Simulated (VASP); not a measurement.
A run of VASP 6.6.1:

The input INCAR:

```
SYSTEM = SiMo5
PREC     = Accurate       ! precision mode
ENCUT    = 600            ! plane-wave cutoff, eV
EDIFF    = 1E-6           ! SCF threshold, eV
ISMEAR   = 0              ! smearing method
SIGMA    = 0.1            ! smearing width, eV
LREAL    = .FALSE.        ! projectors in reciprocal space
LASPH    = .TRUE.         ! aspherical terms in the spheres
NELM     = 80             ! most SCF steps
ALGO     = Fast           ! electronic algorithm
ISIF     = 3              ! what is computed and relaxed
LWAVE    = .FALSE.        ! write WAVECAR
LCHARG   = .FALSE.        ! write CHGCAR
GGA      = PE             ! functional
IBRION   = 2              ! ionic algorithm
NSW      = 100            ! ionic steps
EDIFFG   = -0.01          ! ionic threshold
```

Contents of KPOINTS:

```
Automatic mesh
0
G
  12 12 6
  0 0 0
```

File POSCAR:

```
SiMo5
1.0
    4.4173310422      0.0000000000      0.0000000000
   -2.2086655211      3.8255208995      0.0000000000
    0.0000000000      0.0000000000      5.3902538259
Si Mo
1 5
Direct
    0.0000000000      0.0000000000      0.0000000000
    0.6666666667      0.3333333333      0.8307905851
    0.3333333333      0.6666666667      0.6733228934
    0.3333333333      0.6666666667      0.1692094149
    0.6666666667      0.3333333333      0.3266771066
    0.0000000000      0.0000000000      0.5000000000
```

Potentials or basis: VASP PAW PBE potentials, release 64 (Si, Mo_sv).

Launch:

```bash
$ cat potpaw_PBE.64/Si/POTCAR potpaw_PBE.64/Mo_sv/POTCAR > POTCAR
$ mpirun -np 1 vasp_std > vasp.out
```

Hardware: 1 thread of Oxide Virtual Turin-like Processor (shared host).

Problem. Estimate the wall time of this run.

Solution. Wall time 38 min on 1 thread of Oxide Virtual Turin-like Processor (shared host), peak memory 0.47 GiB. Counts: scf iterations 60, k points 100, ion steps 7.
